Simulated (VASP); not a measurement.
# CsH in VASP: further runs, part 2 of 2

VASP 6.6.1.

**5. Single point, r2SCAN**

This run uses another cell than the first one: it holds 4 atoms, not 2.

File POSCAR:

```
CsH
1.0
    3.0604800000      3.0604800000      0.0000000000
   -3.0604800000      3.0604800000      0.0000000000
    0.0000000000      0.0000000000      6.4235929303
Cs H
2 2
Direct
    0.0000000000      0.0000000000      0.0000000000
    0.5000000000      0.5000000000      0.5000000000
    0.5000000000      0.5000000000      0.0000000000
    0.0000000000      0.0000000000      0.5000000000
```

File INCAR.step1:

```
SYSTEM = CsH
  PREC = Accurate
  ENCUT = 520
  ISMEAR = 0
  SIGMA = 0.02
  LREAL = .FALSE.
  LASPH = .TRUE.
  NELM = 60
  NBANDS = 18
  GGA = PE
  ALGO = Normal
  EDIFF = 1E-4
  LWAVE = .TRUE.
  LCHARG = .FALSE.
```

File INCAR.step2:

```
SYSTEM = CsH
  PREC = Accurate
  ENCUT = 520
  EDIFF = 1E-7
  ISMEAR = 0
  SIGMA = 0.02
  LREAL = .FALSE.
  LASPH = .TRUE.
  NELM = 60
  ALGO = Normal
  ISIF = 2
  LWAVE = .FALSE.
  LCHARG = .FALSE.
  METAGGA = R2SCAN
  LMIXTAU = .TRUE.
  NBANDS = 18
  ISTART = 1
```

File KPOINTS:

```
regular mesh
0
G
  6 6 4
  0 0 0
```

Potentials or basis: VASP PAW PBE potentials, release 64 (Cs_sv, H).

Command:

```bash
> cat potpaw_PBE.64/Cs_sv/POTCAR potpaw_PBE.64/H/POTCAR > POTCAR
> cp INCAR.step1 INCAR
> mpirun -np 1 vasp_std > vasp.out
> cp INCAR.step2 INCAR
> mpirun -np 1 vasp_std > vasp.out
```

OUTCAR:

```text
SYSTEM = CsH
   PREC = Accurate
   ENCUT = 520
   EDIFF = 1E-7
   ISMEAR = 0
   LREAL = .FALSE.
   LASPH = .TRUE.
   NELM = 60
   ISIF = 2
   METAGGA = R2SCAN
   ISTART = 1

 ion  position               nearest neighbor table
   1  0.000  0.000  0.000-
   2  0.500  0.500  0.500-
   3  0.500  0.500  0.000-
   4  0.000  0.000  0.500-

  LATTYP: Found a simple tetragonal cell.
 ALAT       =     4.3281723234
 C/A-ratio  =     1.4841352077

  Lattice vectors:

[... 696 lines left out ...]
      5      -8.0191      2.00000
      6      -8.0191      2.00000
[... 10 lines left out ...]
     17       8.2989      0.00000
     18       8.2989      0.00000

 [... further k-points ...]
[... 5 lines left out ...]
  --------------------------------------------------------------------------------------
  -------------------------------------------------------------------------------------
  Total        1.0747194      1.0747194      0.0197401      0.0000000     -0.0000000     -0.0000000
  in kB       14.3093065     14.3093065      0.2628283      0.0000000     -0.0000000     -0.0000000
  external PRESSURE =       9.6271471 kB  Pullay stress =       0.0000000 kB

 VOLUME and BASIS-vectors are now :
 -----------------------------------------------------------------------------
  energy-cutoff  :      520.00
  volume of cell :      120.33
      direct lattice vectors                 reciprocal lattice vectors
     3.060480000  3.060480000  0.000000000     0.163373066  0.163373066  0.000000000
    -3.060480000  3.060480000  0.000000000    -0.163373066  0.163373066  0.000000000
     0.000000000  0.000000000  6.423592930     0.000000000  0.000000000  0.155676116

 POSITION                                       TOTAL-FORCE (eV/Angst)
 -----------------------------------------------------------------------------------
      0.00000      0.00000      0.00000        -0.000000     -0.000000      0.000000
      0.00000      3.06048      3.21180         0.000000      0.000000     -0.000000
      0.00000      3.06048      0.00000         0.000000      0.000000      0.000000
      0.00000      0.00000      3.21180         0.000000      0.000000      0.000000
 -----------------------------------------------------------------------------------
    total drift:                               -0.000000      0.000000     -0.000000

  FREE ENERGIE OF THE ION-ELECTRON SYSTEM (eV)
  ---------------------------------------------------
  free  energy   TOTEN  =       -57.9324057831 eV

  energy  without entropy=      -57.9324057831  energy(sigma->0) =      -57.93240578
```

OUTCAR.step1:

```text
SYSTEM = CsH
   PREC = Accurate
   ENCUT = 520
   ISMEAR = 0
   LREAL = .FALSE.
   LASPH = .TRUE.
   NELM = 60
[... 750 lines left out ...]
      0.00000      3.06048      3.21180        -0.000000      0.000000      0.000000
      0.00000      3.06048      0.00000         0.000000      0.000000     -0.000000
      0.00000      0.00000      3.21180         0.000000     -0.000000     -0.000000
 -----------------------------------------------------------------------------------
    total drift:                               -0.000000      0.000000     -0.000000

  FREE ENERGIE OF THE ION-ELECTRON SYSTEM (eV)
  ---------------------------------------------------
  free  energy   TOTEN  =        -9.0413853377 eV

  energy  without entropy=       -9.0413853377  energy(sigma->0) =       -9.04138534
```

OSZICAR.step1:

```text
N       E                     dE             d eps       ncg     rms          rms(c)
DAV:   1     0.114564630579E+03    0.11456E+03   -0.79179E+03  1080   0.915E+02
DAV:   2     0.166010864402E+00   -0.11440E+03   -0.10993E+03  1392   0.154E+02
DAV:   3    -0.106628913763E+02   -0.10829E+02   -0.10803E+02  1394   0.530E+01
DAV:   4    -0.107724021764E+02   -0.10951E+00   -0.10949E+00  1338   0.624E+00
DAV:   5    -0.107729879666E+02   -0.58579E-03   -0.58577E-03  1378   0.455E-01    0.546E+00
DAV:   6    -0.930012921449E+01    0.14729E+01   -0.15901E+00  1156   0.409E+00    0.233E+00
DAV:   7    -0.899940942567E+01    0.30072E+00   -0.19206E+00  1192   0.385E+00    0.963E-01
DAV:   8    -0.906042679528E+01   -0.61017E-01   -0.20790E-01  1172   0.165E+00    0.621E-01
DAV:   9    -0.904052710819E+01    0.19900E-01   -0.54593E-02  1256   0.762E-01    0.103E-01
DAV:  10    -0.904131543807E+01   -0.78833E-03   -0.82841E-03  1234   0.277E-01    0.781E-02
DAV:  11    -0.904142452093E+01   -0.10908E-03   -0.54301E-04  1182   0.100E-01    0.320E-02
DAV:  12    -0.904138533769E+01    0.39183E-04   -0.29164E-04   954   0.526E-02
   1 F= -.90413853E+01 E0= -.90413853E+01  d E =-.834850E-13
```

It took 2.6 min on 1 thread of Intel Xeon 6975P-C (Granite Rapids), shared host; peak memory 0.25 GiB.

Results:

- Free energy: -57.9324 eV
- Pressure: 1.0 GPa
- Band gap on the k mesh: 2.55 eV

Caveat: the PAW data sets were made with another functional, which shifts forces and pressure a little; spin-orbit coupling is left out, which moves the levels of the heavy elements. A k mesh can miss the band edges.

**6. The runs side by side**

| task | cell | k mesh | cutoff (eV) | gap on the mesh (eV) | pressure (GPa) |
| --- | --- | --- | --- | --- | --- |
| single point | a = 4.509 Å, angles 60.0°, 2 atoms | 6 × 6 × 6 | 520 | 2.66 | 0.0 |
| relaxation of cell and atoms | relaxed from a = 4.509 Å, angles 60.0°, 2 atoms | 6 × 6 × 6 | 600 | 2.67 | 0.0 |
| single point | a = 4.328, b = 4.328, c = 6.424 Å, 4 atoms | 6 × 6 × 4 | 520 | 2.55 | 1.0 |

Alike in all rows: level r2SCAN; potentials or basis VASP PAW PBE potentials, release 64 (Cs_sv, H); no spin polarisation; smearing gaussian 0.02 eV.

Caveats: the PAW data sets were made with another functional, which shifts forces and pressure a little; spin-orbit coupling is left out, which moves the levels of the heavy elements.

Absolute energies hang on the potentials; compare differences alone.
